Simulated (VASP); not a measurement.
YbH3:

```
CELL_PARAMETERS angstrom
0.00000 2.54130 2.54130
2.54130 0.00000 2.54130
2.54130 2.54130 0.00000
ATOMIC_POSITIONS crystal
Yb 0.00000 0.00000 0.00000
H 0.50000 0.50000 0.50000
H 0.25000 0.25000 0.25000
H 0.75000 0.75000 0.75000
```

Base run:

```yaml
Program: VASP 6.6.1
Functional: r2SCAN
Potentials_or_basis: VASP PAW PBE potentials, release 64 (Yb, H)
Cutoff: 520 eV
k_mesh: 10 × 10 × 10
Occupations: gaussian, width 0.05 eV
Spin: no spin polarisation
```

Its results: pressure -1.7 GPa.

Q: After a change of settings the same cell gave: pressure -0.1 GPa. Which change was it?
A. functional from r2SCAN to LDA; further incar settings from ALGO = Normal; EDIFF = 1e-07; NBANDS = 22 to ALGO = Normal; EDIFF = 1e-06; NBANDS = 22
B. functional from r2SCAN to PBE
C. functional from r2SCAN to PBEsol

A: B.

Caveats: the PAW data sets were made with another functional, which shifts forces and pressure a little (some runs).
